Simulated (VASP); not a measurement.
Input of a VASP 6.6.1 run:

Contents of POSCAR:

```
HfSi
1.0
    3.7751575191      0.0000000000      0.0000000000
    0.0000000000      5.2250393615      0.0000000000
    0.0000000000      0.0000000000      6.8628443940
Hf Si
4 4
Direct
    0.7500000000      0.8738698321      0.1756138749
    0.2500000000      0.3738698321      0.3243861251
    0.7500000000      0.6261301679      0.6756138749
    0.2500000000      0.1261301679      0.8243861251
    0.7500000000      0.3609393239      0.0428633008
    0.2500000000      0.8609393239      0.4571366992
    0.7500000000      0.1390606761      0.5428633008
    0.2500000000      0.6390606761      0.9571366992
```

File INCAR.step1:

```
PREC = Accurate
ENCUT = 520
ISMEAR = 0
SIGMA = 0.1
LREAL = False
LASPH = True
NELM = 80
NBANDS = 38
GGA = PE
ALGO = Normal
EDIFF = 1E-4
LWAVE = True
LCHARG = False
```

The input INCAR.step2:

```
PREC = Accurate
ENCUT = 520
EDIFF = 1E-6
ISMEAR = 0
SIGMA = 0.1
LREAL = False
LASPH = True
NELM = 80
ALGO = Normal
ISIF = 2
LWAVE = False
LCHARG = False
METAGGA = R2SCAN
LMIXTAU = True
NBANDS = 38
ISTART = 1
```

KPOINTS

```
regular mesh
0
Gamma
  9 7 5
```

Potentials or basis: VASP PAW PBE potentials, release 64 (Hf_pv, Si).

Launch:

```sh
$ cat potpaw_PBE.64/Hf_pv/POTCAR potpaw_PBE.64/Si/POTCAR > POTCAR
$ cp INCAR.step1 INCAR
$ mpirun -np 1 vasp_std > vasp.out
$ cp INCAR.step2 INCAR
$ mpirun -np 1 vasp_std > vasp.out
```

Question: Estimate the largest force.

Answer: 0.015 eV/Å.

Question: Estimate the band gap on the k mesh.

Answer: Zero (bands 28 and 29 overlap by 0.33 eV).

Question: Estimate the pressure.

Answer: -0.3 GPa.

Forces on the atoms (eV/Å):
```
Hf   0.000  0.014 -0.005
Hf   0.000  0.014  0.005
Hf   0.000 -0.014 -0.005
Hf   0.000 -0.014  0.005
Si   0.000 -0.002  0.001
Si   0.000 -0.002 -0.001
Si   0.000  0.002  0.001
Si   0.000  0.002 -0.001
```

Caveat: the PAW data sets were made with another functional, which shifts forces and pressure a little; spin-orbit coupling is left out, which moves the levels of the heavy elements.
